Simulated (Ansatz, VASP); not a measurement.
# Al9H in VASP and in Ansatz

INCAR

```
SYSTEM = Al9H
PREC     = Accurate       ! precision mode
ENCUT    = 520            ! plane-wave cutoff, eV
EDIFF    = 1E-7           ! SCF threshold, eV
ISMEAR   = 0              ! smearing method
SIGMA    = 0.1            ! smearing width, eV
LREAL    = Auto         
LASPH    = .TRUE.         ! aspherical terms in the spheres
NELM     = 60             ! most SCF steps
ALGO     = Normal         ! electronic algorithm
ISIF     = 2              ! what is computed and relaxed
LWAVE    = .FALSE.        ! write WAVECAR
LCHARG   = .FALSE.        ! write CHGCAR
LDIPOL   = .TRUE.       
IDIPOL   = 3            
DIPOL    = 0.5 0.5 0.294
GGA      = PE             ! functional
NBANDS   = 44             ! bands
```

File KPOINTS:

```
regular mesh
0
G
  5 3 1
  0 0 0
```

POSCAR

```
Al9H
1.0
    5.7086446660      0.0000000000      0.0000000000
   -1.4271611665      9.7033329366      0.0000000000
    0.0000000000      0.0000000000     22.7902708839
Al H
18 2
Direct
    0.2662242802      0.0648971207      0.1755134908
    0.7662242802      0.0648971207      0.1755134908
    0.3354843969      0.3419375876      0.2192156219
    0.8354843969      0.3419375876      0.2192156219
    0.1493364202      0.5973456810      0.2279560482
    0.6493364202      0.5973456810      0.2279560482
    0.4631884436      0.8527537744      0.2366964744
    0.9631884436      0.8527537744      0.2366964744
    0.0319869115      0.1277383811      0.2808269846
    0.5319869115      0.1277383811      0.2808269846
    0.0997952748      0.4042696946      0.3301089530
    0.5997952748      0.4042696946      0.3301089530
    0.4144272444      0.6597110304      0.3369829646
    0.9144272444      0.6597110304      0.3369829646
    0.2263180843      0.9111292163      0.3449343063
    0.7263180843      0.9111292163      0.3449343063
    0.2962616061      0.1814597108      0.3857027821
    0.7962616061      0.1814597108      0.3857027821
    0.6062804321      0.3304204432      0.4054480498
    0.6062804321      0.5189453154      0.4054480498
```

Input for Ansatz:

```yaml
crystal:
  lattice:
    - [5.708644666, 0.0, 0.0]
    - [-1.4271611665, 9.7033329366, 0.0]
    - [0.0, 0.0, 22.7902708839]
  atoms:
    - { symbol: Al, position: [0.2662242802, 0.0648971207, 0.1755134908] }
    - { symbol: Al, position: [0.7662242802, 0.0648971207, 0.1755134908] }
    - { symbol: Al, position: [0.3354843969, 0.3419375876, 0.2192156219] }
    - { symbol: Al, position: [0.8354843969, 0.3419375876, 0.2192156219] }
    - { symbol: Al, position: [0.1493364202, 0.597345681, 0.2279560482] }
    - { symbol: Al, position: [0.6493364202, 0.597345681, 0.2279560482] }
    - { symbol: Al, position: [0.4631884436, 0.8527537744, 0.2366964744] }
    - { symbol: Al, position: [0.9631884436, 0.8527537744, 0.2366964744] }
    - { symbol: Al, position: [0.0319869115, 0.1277383811, 0.2808269846] }
    - { symbol: Al, position: [0.5319869115, 0.1277383811, 0.2808269846] }
    - { symbol: Al, position: [0.0997952748, 0.4042696946, 0.330108953] }
    - { symbol: Al, position: [0.5997952748, 0.4042696946, 0.330108953] }
    - { symbol: Al, position: [0.4144272444, 0.6597110304, 0.3369829646] }
    - { symbol: Al, position: [0.9144272444, 0.6597110304, 0.3369829646] }
    - { symbol: Al, position: [0.2263180843, 0.9111292163, 0.3449343063] }
    - { symbol: Al, position: [0.7263180843, 0.9111292163, 0.3449343063] }
    - { symbol: Al, position: [0.2962616061, 0.1814597108, 0.3857027821] }
    - { symbol: Al, position: [0.7962616061, 0.1814597108, 0.3857027821] }
    - { symbol: H, position: [0.6062804321, 0.3304204432, 0.4054480498] }
    - { symbol: H, position: [0.6062804321, 0.5189453154, 0.4054480498] }
basis:
  ecutwfc: 420
kpoints:
  mp_grid: { grid: [5, 3, 1] }
hamiltonian:
  xc: pbe
scf:
  occupations: { method: gaussian, width: 0.1 }
output:
  forces: true
  eigenvalues: true
efield:
  axis: 3
  dipole_correction: true
  ramp_width: 0.04
```

Alike in both runs: task single point; functional PBE; k mesh 5 × 3 × 1; occupations gaussian, width 0.1 eV; no spin polarisation.

```csv
,VASP,Ansatz
version,VASP 6.6.1,Ansatz 0.2.0
potentials or method,"VASP PAW PBE potentials, release 64 (Al, H), cutoff 520 eV","scalar-relativistic, plane waves, PAW"
valence electrons in the cell,56,56
```

```csv
,VASP,Ansatz,Ansatz less VASP
gap on the k mesh at the Fermi level (eV),none,none,-
rms of the force components (eV/Å),0.223,0.223,-0.0001
```

Atom by atom the forces differ by 0.001 eV/Å (rms over components). A gap of «none» marks a metal or a gap that the smearing closes. The functional is the same, so the differences come from potentials, cutoffs and numerics.
